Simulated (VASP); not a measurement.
Here is a VASP 6.6.1 calculation.

The input INCAR:

```
ALGO     = Normal         # electronic algorithm
EDIFF    = 1E-6           # SCF threshold, eV
ENCUT    = 520            # plane-wave cutoff, eV
GGA      = PE             # functional
ISIF     = 2              # what is computed and relaxed
ISMEAR   = 0              # smearing method
LASPH    = True           # aspherical terms in the spheres
LCHARG   = False          # write CHGCAR
LREAL    = False          # projectors in reciprocal space
LWAVE    = False          # write WAVECAR
NBANDS   = 14             # bands
NELM     = 100            # most SCF steps
PREC     = Accurate       # precision mode
SIGMA    = 0.15           # smearing width, eV
```

The input KPOINTS:

```
k-points
0
Gamma
  18 18 18
```

Contents of POSCAR:

```
ZrB
1.0
    0.0000000000      2.3250000000      2.3250000000
    2.3250000000      0.0000000000      2.3250000000
    2.3250000000      2.3250000000      0.0000000000
Zr B
1 1
Direct
    0.0268817204     -0.0268817204      0.0268817204
    0.5000000000      0.5000000000      0.5000000000
```

Potentials or basis: VASP PAW PBE potentials, release 64 (Zr_sv, B).

Run with:

```sh
$ cat potpaw_PBE.64/Zr_sv/POTCAR potpaw_PBE.64/B/POTCAR > POTCAR
$ mpirun -np 1 vasp_std > vasp.out
```

**Question.** Estimate the largest force.

**Answer.** 1.350 eV/Å.

**Question.** Estimate the pressure.

**Answer.** 35.9 GPa.

Stress tensor (GPa, compression positive):
```
34.40  0.00  0.00
 0.00 38.86  0.00
 0.00  0.00 34.40
```

Caveat: the cell differs from its parent crystal (all Zr atoms moved +0.125 Å, as atom 1 along Cartesian [0 1 0]); forces of over 1 eV/Å act on the atoms, so gaps and moduli don't describe the material at rest.
